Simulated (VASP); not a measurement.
# Cr (P6_3/mmc) in VASP: single point with PBE

Aim: the single point of Cr with PBE.

All numbers are computed with VASP 6.6.1; they aren't measurements. Logs are shortened: lines on timing, memory, paths and dates and some standing lists are left out, and cuts for length are marked.

### 1 The cell of the first run

It takes space group P6_3/mmc (No. 194, hexagonal). The conventional cell has a = 2.213 Å, b = 2.213 Å, c = 3.841 Å, α = 90.00°, β = 90.00°, γ = 120.00°. Cr (site symmetry -6m2) has 12 Cr at 2.21 to 2.31 Å within 2.9 Å.

This isn't the form of Cr at room conditions, which is bcc.

### 2 Single point, PBE, collinear spin, ferromagnetic start

INCAR reads:

```
SYSTEM = Cr
  ALGO = Normal
  EDIFF = 1E-6
  ENCUT = 700
  GGA = PE
  GGA_COMPAT = .FALSE.
  ISIF = 2
  ISMEAR = -1
  ISPIN = 2
  LASPH = .TRUE.
  LCHARG = .FALSE.
  LMAXMIX = 4
  LORBIT = 11
  LREAL = .FALSE.
  LWAVE = .FALSE.
  MAGMOM = 2 2
  NBANDS = 25
  NELM = 200
  PREC = Accurate
  SIGMA = 0.05
```

KPOINTS reads:

```
k-points
0
G
  19 19 11
  0 0 0
```

POSCAR reads:

```
Cr
1.0
    2.2125694774      0.0000000000      0.0000000000
   -1.1062847387      1.9161413751      0.0000000000
    0.0000000000      0.0000000000      3.8410845177
Cr
2
Direct
    0.3333333333      0.6666666667      0.2500000000
    0.6666666667      0.3333333333      0.7500000000
```

Potentials or basis: VASP PAW PBE potentials, release 64 (Cr_sv).

Started as:

```console
$ cat potpaw_PBE.64/Cr_sv/POTCAR > POTCAR
$ mpirun -np 1 vasp_std > vasp.out
```

OUTCAR:

```text
SYSTEM = Cr
   EDIFF = 1E-6
   ENCUT = 700
   GGA = PE
   ISIF = 2
   ISMEAR = -1
   ISPIN = 2
   LASPH = .TRUE.
   LORBIT = 11
   LREAL = .FALSE.
   NELM = 200
   PREC = Accurate

 ion  position               nearest neighbor table
   1  0.333  0.667  0.250-   2 2.31   2 2.31   2 2.31   2 2.31   2 2.31   2 2.31
   2  0.667  0.333  0.750-   1 2.31   1 2.31   1 2.31   1 2.31   1 2.31   1 2.31

  LATTYP: Found a hexagonal cell.
 ALAT       =     2.2125694774
 C/A-ratio  =     1.7360288827

  Lattice vectors:

 A1 = (   2.2125694774,   0.0000000000,   0.0000000000)
 A2 = (  -1.1062847387,   1.9161413751,   0.0000000000)
 A3 = (   0.0000000000,   0.0000000000,   3.8410845177)

Analysis of symmetry for initial positions (statically):
=====================================================================
 Subroutine PRICEL returns:
 Original cell was already a primitive cell.

 Routine SETGRP: Setting up the symmetry group for a
 hexagonal supercell.

 Subroutine GETGRP returns: Found 24 space group operations
 (whereof 12 operations were pure point group operations)
 out of a pool of 24 trial point group operations.

The static configuration has the point symmetry D_3d.
 The point group associated with its full space group is D_6h.

Analysis of symmetry for dynamics (positions and initial velocities):
=====================================================================
 Subroutine PRICEL returns:
 Original cell was already a primitive cell.

 Routine SETGRP: Setting up the symmetry group for a
 hexagonal supercell.

 Subroutine GETGRP returns: Found 24 space group operations
 (whereof 12 operations were pure point group operations)
 out of a pool of 24 trial point group operations.

The dynamic configuration has the point symmetry D_3d.
 The point group associated with its full space group is D_6h.

Analysis of structural, dynamic, and magnetic symmetry:
=====================================================================
 Subroutine PRICEL returns:
 Original cell was already a primitive cell.

 Routine SETGRP: Setting up the symmetry group for a
 hexagonal supercell.

 Subroutine GETGRP returns: Found 24 space group operations
 (whereof 12 operations were pure point group operations)
 out of a pool of 24 trial point group operations.

The overall configuration has the point symmetry D_3d.
 The point group associated with its full space group is D_6h.

 Subroutine INISYM returns: Found 24 space group operations
 (whereof 12 operations are pure point group operations),
 and found     1 'primitive' translations

----------------------------------------------------------------------------------------

                                     Primitive cell
[... 112 lines left out ...]
  volume/ion in A,a.u.               =       8.14        54.95
  Fermi-wavevector in a.u.,A,eV,Ry     =   1.961258  3.706240 52.335259  3.846533
  Thomas-Fermi vector in A             =   2.986216
   LORBIT       =     11    0 simple, 1 ext, 2 COOP (PROOUT), +10 PAW based schemes
   GGA     = PE    functional components
   LHFCALC =     F    Hartree Fock is set to
   AEXX    =    0.0000 exact exchange contribution
   IVDW    =     0    specifies the selected vdW correction
   LEPSILON=     F    determine dielectric tensor
   LRPA    =     F    only Hartree local field effects (RPA)
 spin polarized calculation
  energy-cutoff  :      700.00
  volume of cell :       16.28
 maximum number of plane-waves:       713
 NGX is ok and might be reduce to    20
   NGX =  9   NGY =  9   NGZ = 17

 number of electron      27.9999990 magnetization       0.0003734

 number of electron      27.9999990 magnetization      -0.0000317

 Free energy of the ion-electron system (eV)
  ---------------------------------------------------
  ext. energy  EPLUGINS =         0.00000000
  ---------------------------------------------------
  free energy    TOTEN  =       -15.16459474 eV

  energy without entropy =      -15.14491009  energy(sigma->0) =      -15.15475241

 E-fermi :  20.7269     XC(G=0): -15.8823

 val. band max:       20.7223299539   @ k =   0.1053   0.1053   0.0000
 cond. band min:      20.7284897343   @ k =   0.2632   0.1053   0.1818
 fundamental gap:      0.0061597804
 Fermi energy:        20.7268809875

 spin component 1

 k-point     1 :       0.0000    0.0000    0.0000
  band No.  band energies     occupation
      1     -51.1957      1.00000
      2     -50.6019      1.00000
      3     -23.4381      1.00000
      4     -21.0532      1.00000
      5     -20.9953      1.00000
      6     -20.9953      1.00000
[... 661 lines left out ...]
     24      41.1652      0.00000
     25      45.3348      0.00000

 [... further k-points ...]

 spin component 2

 k-point     1 :       0.0000    0.0000    0.0000
  band No.  band energies     occupation
      1     -51.1957      1.00000
      2     -50.6019      1.00000
      3     -23.4381      1.00000
      4     -21.0532      1.00000
      5     -20.9953      1.00000
      6     -20.9953      1.00000
[... 661 lines left out ...]
     24      41.1651      0.00000
     25      45.3394      0.00000

 [... further k-points ...]
[... 5 lines left out ...]
  --------------------------------------------------------------------------------------
  -------------------------------------------------------------------------------------
  Total       19.1928753     19.1928753     19.2220193     -0.0000000      0.0000000      0.0000000
  in kB     1888.3056611   1888.3056612   1891.1730134     -0.0000000      0.0000000      0.0000000
  external PRESSURE =    1889.2614452 kB  Pullay stress =       0.0000000 kB

 VOLUME and BASIS-vectors are now :
 -----------------------------------------------------------------------------
  energy-cutoff  :      700.00
  volume of cell :       16.28
      direct lattice vectors                 reciprocal lattice vectors
     2.212569477  0.000000000  0.000000000     0.451963208  0.260941080  0.000000000
    -1.106284739  1.916141375  0.000000000     0.000000000  0.521882160  0.000000000
     0.000000000  0.000000000  3.841084518     0.000000000  0.000000000  0.260343139

 POSITION                                       TOTAL-FORCE (eV/Angst)
 -----------------------------------------------------------------------------------
     -0.00000      1.27743      0.96027         0.000000      0.000000      0.000000
      1.10628      0.63871      2.88081        -0.000000     -0.000000      0.000000
 -----------------------------------------------------------------------------------
    total drift:                               -0.000000      0.000000     -0.000000

  FREE ENERGIE OF THE ION-ELECTRON SYSTEM (eV)
  ---------------------------------------------------
  free  energy   TOTEN  =       -15.1645947404 eV

  energy  without entropy=      -15.1449100868  energy(sigma->0) =      -15.15475241

 total charge

# of ion       s       p       d       tot
------------------------------------------
    1        2.286   6.072   3.980  12.338
    2        2.286   6.072   3.980  12.338
--------------------------------------------------
tot          4.572  12.145   7.959  24.676

 magnetization (x)

# of ion       s       p       d       tot
------------------------------------------
    1        0.000  -0.000  -0.000   0.000
    2        0.000  -0.000  -0.000   0.000
--------------------------------------------------
tot          0.000  -0.000  -0.000   0.000
```

stdout:

```text
POSCAR found type information on POSCAR Cr
 POSCAR found :  1 types and       2 ions
 scaLAPACK will be used
 LDA part: xc-table for (Slater+PW92), standard interpolation
 POSCAR, INCAR and KPOINTS ok, starting setup
 FFT: planning ... GRIDC
 FFT: planning ... GRID_SOFT
 FFT: planning ... GRID
 WAVECAR not read
 entering main loop
```

Wall time 3.7 min (1 thread of Intel Xeon Platinum 8488C (Sapphire Rapids), shared host); peak memory 0.31 GiB.

What came out:

| Quantity | Value |
| --- | --- |
| Free energy | -15.1646 eV |
| Pressure | 188.9 GPa |
| Band gap on the k mesh | zero (filled and empty bands overlap) |
| Net moment | 0.00 μB per cell |
| Valence electrons inside the program's atomic spheres | Cr 12.34 |

Caveat: the cell stands under pressure; the moments typed at the start vanished in this run.
